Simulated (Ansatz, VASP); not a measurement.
# SrO in VASP and in Ansatz

INCAR

```
SYSTEM = SrO
  PREC = Accurate
  ENCUT = 520
  EDIFF = 1E-7
  ISMEAR = 0
  SIGMA = 0.01
  LREAL = .FALSE.
  LASPH = .TRUE.
  NELM = 60
  ALGO = Normal
  ISIF = 2
  LWAVE = .FALSE.
  LCHARG = .FALSE.
  GGA = PE
  NBANDS = 15
```

The input KPOINTS:

```
regular mesh
0
G
  8 8 8
  0 0 0
```

The input POSCAR:

```
SrO
1.0
    0.0000000000      2.7922805169      2.7922805169
    2.7922805169      0.0000000000      2.7922805169
    2.7922805169      2.7922805169      0.0000000000
Sr O
1 1
Direct
    0.0000000000      0.0000000000      0.0000000000
    0.2500000000      0.2500000000      0.2500000000
```

Input for Ansatz:

```yaml
crystal:
  lattice:
    - [0.0, 2.7922805169, 2.7922805169]
    - [2.7922805169, 0.0, 2.7922805169]
    - [2.7922805169, 2.7922805169, 0.0]
  atoms:
    - { symbol: Sr, position: [0.0, 0.0, 0.0] }
    - { symbol: O, position: [0.25, 0.25, 0.25] }
kpoints:
  mp_grid: { grid: [8, 8, 8] }
hamiltonian:
  xc: pbe
scf:
  occupations: { method: fixed }
output:
  optics: { e_range: [0, 15], de: 0.05, sigma: 0.1 }
```

Alike in both runs: task single point; functional PBE; k mesh 8 × 8 × 8; no spin polarisation.

|  | VASP | Ansatz |
| --- | --- | --- |
| version | VASP 6.6.1 | Ansatz 0.2.0 |
| potentials or method | VASP PAW PBE potentials, release 64 (Sr_sv, O) | plane waves, PAW |
| plane-wave cutoff (eV) | 520 | 420 |
| occupations | gaussian, width 0.01 eV | fixed |
| valence electrons in the cell | 16 | 16 |

```tsv
	VASP	Ansatz	Ansatz less VASP
gap on the k mesh at the Fermi level (eV)	2.52	2.52	-0.005
```
